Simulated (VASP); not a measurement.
# PbSe (Immm) in VASP: settings compared

Aim: see how the results for PbSe move with the level of theory and the settings. Levels: PBE, r2SCAN. Tasks: single point.

Everything below comes from runs of VASP 6.6.1. Logs are shortened: lines on timing, memory, paths and dates and some standing lists are left out, and cuts for length are marked.

### 1 The cell of the first run

It takes space group Immm (No. 71, orthorhombic). Conventional cell: a = 4.246 Å, b = 4.490 Å, c = 6.177 Å, α = 90.00°, β = 90.00°, γ = 90.00°. Within 4.1 Å of Pb (site symmetry mmm) lie 6 Se at 3.09 Å. Within 4.1 Å of Se (site symmetry mmm) lie 6 Pb at 3.09 Å.

### 2 Single point, PBE (shear xy strain -5.6%)

INCAR reads:

```
PREC = Accurate
ENCUT = 520
EDIFF = 1E-7
ISMEAR = -1
SIGMA = 0.02
LREAL = F
LASPH = T
NELM = 100
ALGO = Normal
ISIF = 2
LWAVE = F
LCHARG = F
GGA = PE
NBANDS = 17
```

KPOINTS reads:

```
regular mesh
0
Gamma
  8 8 8
```

POSCAR reads:

```
PbSe
1.0
   -0.0860203568      3.0887022205      3.0887022205
    3.0887022205     -0.0860203568      3.0887022205
    3.0026818636      3.0026818636      0.0000000000
Pb Se
1 1
Direct
    0.0000000000      0.0000000000      0.0000000000
    0.5000000000      0.5000000000      0.5000000000
```

Potentials or basis: VASP PAW PBE potentials, release 64 (Pb_d, Se).

Run with:

```sh
> cat potpaw_PBE.64/Pb_d/POTCAR potpaw_PBE.64/Se/POTCAR > POTCAR
> mpirun -np 1 vasp_std > vasp.out
```

OUTCAR:

```text
PREC = Accurate
   ENCUT = 520
   EDIFF = 1E-7
   ISMEAR = -1
   LREAL = F
   LASPH = T
   NELM = 100
   ISIF = 2
   GGA = PE

 ion  position               nearest neighbor table
   1  0.000  0.000  0.000-   2 3.09   2 3.09   2 3.09   2 3.09   2 3.09   2 3.09
   2  0.500  0.500  0.500-   1 3.09   1 3.09   1 3.09   1 3.09   1 3.09   1 3.09

  LATTYP: Found a body centered orthorhombic cell.
 ALAT       =     4.2464334150
 B/A-ratio  =     1.0572956848
 C/A-ratio  =     1.4547277297

  Lattice vectors:

 A1 = (   0.0860203568,  -3.0887022205,  -3.0887022205)
 A2 = (  -0.0860203569,   3.0887022204,  -3.0887022205)
 A3 = (   3.0887022205,  -0.0860203568,   3.0887022205)

Analysis of symmetry for initial positions (statically):
=====================================================================
 Subroutine PRICEL returns:
 Original cell was already a primitive cell.

 Routine SETGRP: Setting up the symmetry group for a
 body centered orthorhombic supercell.

 Subroutine GETGRP returns: Found  8 space group operations
 (whereof  8 operations were pure point group operations)
 out of a pool of  8 trial point group operations.

The static configuration has the point symmetry D_2h.

Analysis of symmetry for dynamics (positions and initial velocities):
=====================================================================
 Subroutine PRICEL returns:
 Original cell was already a primitive cell.

 Routine SETGRP: Setting up the symmetry group for a
 body centered orthorhombic supercell.

 Subroutine GETGRP returns: Found  8 space group operations
 (whereof  8 operations were pure point group operations)
 out of a pool of  8 trial point group operations.

The dynamic configuration has the point symmetry D_2h.

 Subroutine INISYM returns: Found  8 space group operations
 (whereof  8 operations are pure point group operations),
 and found     1 'primitive' translations

----------------------------------------------------------------------------------------

                                     Primitive cell

  volume of cell :      58.8872

  direct lattice vectors                    reciprocal lattice vectors
    -0.086020357  3.088702221  3.088702221    -0.157494076  0.157494076  0.161880286
     3.088702221 -0.086020357  3.088702221     0.157494076 -0.157494076  0.161880286
     3.002681864  3.002681864  0.000000000     0.166517807  0.166517807 -0.161880286

  length of vectors
     4.368931484  4.368931484  4.246433415     0.275343413  0.275343413  0.285764916

  position of ions in fractional coordinates (direct lattice)
     0.000000000  0.000000000  0.000000000
     0.500000000  0.500000000  0.500000000

  ion indices of the primitive-cell ions
   primitive index   ion index
                 1           1
                 2           2

----------------------------------------------------------------------------------------

 KPOINTS: regular mesh

Automatic generation of k-mesh.
 Grid dimensions read from file:
 generate k-points for:    8    8    8

 Generating k-lattice:

  Cartesian coordinates                     Fractional coordinates (reciprocal lattice)
    -0.019686760  0.019686760  0.020235036     0.125000000  0.000000000  0.000000000
     0.019686760 -0.019686760  0.020235036     0.000000000  0.125000000  0.000000000
     0.020814726  0.020814726 -0.020235036    -0.000000000 -0.000000000  0.125000000

  Length of vectors
     0.034417927  0.034417927  0.035720615

  Shift w.r.t. Gamma in fractional coordinates (k-lattice)
     0.000000000  0.000000000  0.000000000

 Subroutine IBZKPT returns following result:
 ===========================================

 Found     95 irreducible k-points:

 Following reciprocal coordinates:
            Coordinates               Weight
  0.000000  0.000000  0.000000      1.000000
  0.125000  0.000000  0.000000      4.000000
  0.250000  0.000000  0.000000      4.000000
  0.375000  0.000000  0.000000      4.000000
  0.500000  0.000000  0.000000      2.000000
  0.125000  0.125000  0.000000      2.000000
[... 16 lines left out ...]
  0.125000 -0.000000  0.125000      4.000000
  0.250000 -0.000000  0.125000      8.000000
 [... further k-points ...]
   k-points           NKPTS =     95   k-points in BZ     NKDIM =     95   number of bands    NBANDS=     17
   number of dos      NEDOS =    301   number of ions     NIONS =      2
   total plane-waves  NPLWV =  32768
   dimension x,y,z NGX =    32 NGY =   32 NGZ =   32
   dimension x,y,z NGXF=    64 NGYF=   64 NGZF=   64
   ions per type =               1   1
   NGX,Y,Z   is equivalent  to a cutoff of  12.18, 12.18, 12.53 a.u.
   NGXF,Y,Z  is equivalent  to a cutoff of  24.35, 24.35, 25.06 a.u.
 SYSTEM =  unknown system
   PREC   = accura    normal or accurate (medium, high low for compatibility)
   ISTART =      0    job   : 0-new  1-cont  2-samecut
   ICHARG =      2    charge: 1-file 2-atom 10-const
   ISPIN  =      1    spin polarized calculation?
   LNONCOLLINEAR =      F non collinear calculations
   LSORBIT =      F    spin-orbit coupling
   LASPH  =      T    aspherical Exc in radial PAW
   ENCUT  =  520.0 eV  38.22 Ry    6.18 a.u.   8.12  8.12  7.90*2*pi/ulx,y,z
   NELM   =    100;   NELMIN=  2; NELMDL= -5     # of ELM steps
   EDIFF  = 0.1E-06   stopping-criterion for ELM
   LREAL  =      F    real-space projection
   EDIFFG = 0.1E-05   stopping-criterion for IOM
   NSW    =      0    number of steps for IOM
   IBRION =     -1    ionic relax: 0-MD 1-quasi-New 2-CG
   NFREE  =      0    steps in history (QN), initial steepest desc. (CG)
   ISIF   =      2    stress and relaxation
   ISYM   =      2    0-nonsym 1-usesym 2-fastsym
   POTIM  = 0.5000    time-step for ionic-motion
   TEBEG  =    0.0;   TEEND  =   0.0 temperature during run
   PSTRESS=    0.0 pullay stress
   NELECT =      20.0000    total number of electrons
   NUPDOWN=      -1.0000    fix difference up-down
   EMIN   =  10.00;   EMAX   =-10.00  energy-range for DOS
   EFERMI =   0.00;   METHOD = LEGACY
   ISMEAR =    -1;   SIGMA  =   0.02  broadening in eV -4-tet -1-fermi 0-gaus
   EFERMI_NEDOS =   21; number of points for ismear=-14 and -15
   IALGO  =     38    algorithm
   IMIX   =      4    mixing-type and parameters
     AMIX     =   0.40;   BMIX     =  1.00
     AMIX_MAG =   1.60;   BMIX_MAG =  1.00
  volume/ion in A,a.u.               =      29.44       198.70
  Fermi-wavevector in a.u.,A,eV,Ry     =   1.142206  2.158456 17.750632  1.304635
  Thomas-Fermi vector in A             =   2.278904
   LORBIT       =      0    0 simple, 1 ext, 2 COOP (PROOUT), +10 PAW based schemes
   GGA     = PE    functional components
   LHFCALC =     F    Hartree Fock is set to
   AEXX    =    0.0000 exact exchange contribution
   IVDW    =     0    specifies the selected vdW correction
   LEPSILON=     F    determine dielectric tensor
   LRPA    =     F    only Hartree local field effects (RPA)
 non-spin polarized calculation
  energy-cutoff  :      520.00
  volume of cell :       58.89
 maximum number of plane-waves:      1612
   NGX = 17   NGY = 17   NGZ = 15

 number of electron      20.0000003 magnetization

 Free energy of the ion-electron system (eV)
  ---------------------------------------------------
  ext. energy  EPLUGINS =         0.00000000
  ---------------------------------------------------
  free energy    TOTEN  =        -8.18512849 eV

  energy without entropy =       -8.18506518  energy(sigma->0) =       -8.18509683

 E-fermi :   4.8892     XC(G=0):  -9.4097

 val. band max:        4.8309240012   @ k =   0.5000   0.0000   0.0000
 cond. band min:       4.9475430497   @ k =   0.0000   0.0000   0.5000
 fundamental gap:      0.1166190485
 Fermi energy:         4.8892336448

 k-point     1 :       0.0000    0.0000    0.0000
  band No.  band energies     occupation
      1     -12.0689      2.00000
      2     -12.0601      2.00000
      3     -12.0543      2.00000
      4     -12.0521      2.00000
      5     -12.0431      2.00000
      6      -8.6231      2.00000
[... 9 lines left out ...]
     16      11.6895      0.00000
     17      13.0260      0.00000

 k-point     2 :       0.1250    0.0000    0.0000
  band No.  band energies     occupation
      1     -12.0705      2.00000
      2     -12.0587      2.00000
      3     -12.0527      2.00000
      4     -12.0519      2.00000
      5     -12.0418      2.00000
      6      -8.5139      2.00000
[... 9 lines left out ...]
     16      12.0105      0.00000
     17      13.9846      0.00000

 k-point     3 :       0.2500    0.0000    0.0000
  band No.  band energies     occupation
      1     -12.0756      2.00000
      2     -12.0630      2.00000
      3     -12.0510      2.00000
      4     -12.0440      2.00000
      5     -12.0358      2.00000
      6      -8.2149      2.00000
[... 9 lines left out ...]
     16      12.8387      0.00000
     17      15.7185      0.00000

 k-point     4 :       0.3750    0.0000    0.0000
  band No.  band energies     occupation
      1     -12.0817      2.00000
      2     -12.0689      2.00000
      3     -12.0502      2.00000
      4     -12.0344      2.00000
      5     -12.0279      2.00000
      6      -7.8401      2.00000
[... 9 lines left out ...]
     16      14.0781      0.00000
     17      15.8518      0.00000
[... 343 lines left out ...]
      1     -12.0651      2.00000
      2     -12.0587      2.00000
      3     -12.0563      2.00000
      4     -12.0494      2.00000
      5     -12.0456      2.00000
      6      -8.5066      2.00000
[... 9 lines left out ...]
     16      11.8114      0.00000
     17      14.0206      0.00000

 k-point    23 :       0.1250   -0.0000    0.1250
  band No.  band energies     occupation
      1     -12.0662      2.00000
      2     -12.0610      2.00000
      3     -12.0570      2.00000
      4     -12.0503      2.00000
      5     -12.0412      2.00000
      6      -8.4711      2.00000
[... 9 lines left out ...]
     16      12.2925      0.00000
     17      13.4595      0.00000

 k-point    24 :       0.2500   -0.0000    0.1250
  band No.  band energies     occupation
      1     -12.0748      2.00000
      2     -12.0622      2.00000
      3     -12.0573      2.00000
      4     -12.0449      2.00000
      5     -12.0345      2.00000
      6      -8.2338      2.00000
[... 9 lines left out ...]
     16      13.1616      0.00000
     17      14.5633      0.00000

 [... further k-points ...]
[... 5 lines left out ...]
  --------------------------------------------------------------------------------------
  -------------------------------------------------------------------------------------
  Total        0.3498958      0.3498958      0.3240216      0.3507912      0.0000000      0.0000000
  in kB        9.5198077      9.5198077      8.8158333      9.5441698      0.0000000      0.0000000
  external PRESSURE =       9.2851496 kB  Pullay stress =       0.0000000 kB

 VOLUME and BASIS-vectors are now :
 -----------------------------------------------------------------------------
  energy-cutoff  :      520.00
  volume of cell :       58.89
      direct lattice vectors                 reciprocal lattice vectors
    -0.086020357  3.088702221  3.088702221    -0.157494076  0.157494076  0.161880286
     3.088702221 -0.086020357  3.088702221     0.157494076 -0.157494076  0.161880286
     3.002681864  3.002681864  0.000000000     0.166517807  0.166517807 -0.161880286

 POSITION                                       TOTAL-FORCE (eV/Angst)
 -----------------------------------------------------------------------------------
      0.00000      0.00000      0.00000        -0.000000      0.000000      0.000000
      3.00268      3.00268      3.08870         0.000000     -0.000000      0.000000
 -----------------------------------------------------------------------------------
    total drift:                                0.000000     -0.000000     -0.000000

  FREE ENERGIE OF THE ION-ELECTRON SYSTEM (eV)
  ---------------------------------------------------
  free  energy   TOTEN  =        -8.1851284894 eV

  energy  without entropy=       -8.1850651750  energy(sigma->0) =       -8.18509683
```

It took 48 s on 1 thread of Intel Xeon Platinum 8488C (Sapphire Rapids), shared host; peak memory 0.24 GiB.

What came out:

```
Free energy            : -8.1851 eV
Pressure               : 0.9 GPa
Band gap on the k mesh : 0.12 eV, indirect (least direct gap 0.34 eV)
```

Caveat: the cell differs from its parent crystal (shear xy strain -5.6%); spin-orbit coupling is left out, which moves the levels of the heavy elements.

### 3 Single point, r2SCAN (shear xy strain -5.6%)

POSCAR is that of step 2.

INCAR.step1 reads:

```
PREC = Accurate
ENCUT = 520
ISMEAR = -1
SIGMA = 0.02
LREAL = F
LASPH = T
NELM = 100
NBANDS = 17
GGA = PE
ALGO = Normal
EDIFF = 1E-4
LWAVE = T
LCHARG = F
```

INCAR.step2 reads:

```
PREC = Accurate
ENCUT = 520
EDIFF = 1E-7
ISMEAR = -1
SIGMA = 0.02
LREAL = F
LASPH = T
NELM = 100
ALGO = Normal
ISIF = 2
LWAVE = F
LCHARG = F
METAGGA = R2SCAN
LMIXTAU = T
NBANDS = 17
ISTART = 1
```

KPOINTS reads:

```
Automatic mesh
0
Gamma
  8 8 8
```

Potentials or basis: VASP PAW PBE potentials, release 64 (Pb_d, Se).

Run with:

```sh
> cat potpaw_PBE.64/Pb_d/POTCAR potpaw_PBE.64/Se/POTCAR > POTCAR
> cp INCAR.step1 INCAR
> mpirun -np 1 vasp_std > vasp.out
> cp INCAR.step2 INCAR
> mpirun -np 1 vasp_std > vasp.out
```

Run time: 2.5 min. Hardware: 1 thread of Intel Xeon Platinum 8488C (Sapphire Rapids), shared host; peak memory 0.25 GiB.

The run converged. Its results:

| Item | Value |
| --- | --- |
| Free energy | -71.9289 eV |
| Pressure | 0.0 GPa |
| Band gap on the k mesh | 0.38 eV, indirect (least direct gap 0.62 eV) |

Stress tensor (GPa, compression positive):
```
 0.04  1.02  0.00
 1.02  0.04  0.00
 0.00  0.00 -0.04
```

Levels at points of the mesh, in eV from the valence-band top:
| k point | band 6 | band 7 | band 8 | band 9 | band 10 | band 11 | band 12 | band 13 | band 14 | band 15 |
| --- | --- | --- | --- | --- | --- | --- | --- | --- | --- | --- |
| (0.00, 0.00, 0.00) | -14.00 | -6.51 | -2.20 | -2.00 | -1.76 | 4.84 | 4.87 | 4.97 | 6.57 | 6.95 |
| (0.50, 0.00, 0.00) | -13.00 | -9.09 | -1.58 | -1.44 | 0.00 | 0.67 | 1.97 | 2.12 | 8.89 | 9.78 |
| (0.50, 0.50, 0.00) | -12.61 | -7.62 | -5.01 | -3.56 | -3.03 | 4.08 | 5.73 | 5.88 | 6.25 | 11.71 |
| (0.00, 0.00, 0.50) | -12.93 | -8.92 | -1.71 | -1.61 | -0.24 | 0.38 | 1.68 | 1.84 | 8.99 | 10.29 |
| (0.50, 0.00, 0.50) | -12.61 | -7.59 | -5.01 | -3.31 | -3.30 | 4.04 | 5.58 | 5.80 | 6.37 | 11.50 |

Caveat: the cell differs from its parent crystal (shear xy strain -5.6%); the PAW data sets were made with another functional, which shifts forces and pressure a little; spin-orbit coupling is left out, which moves the levels of the heavy elements.
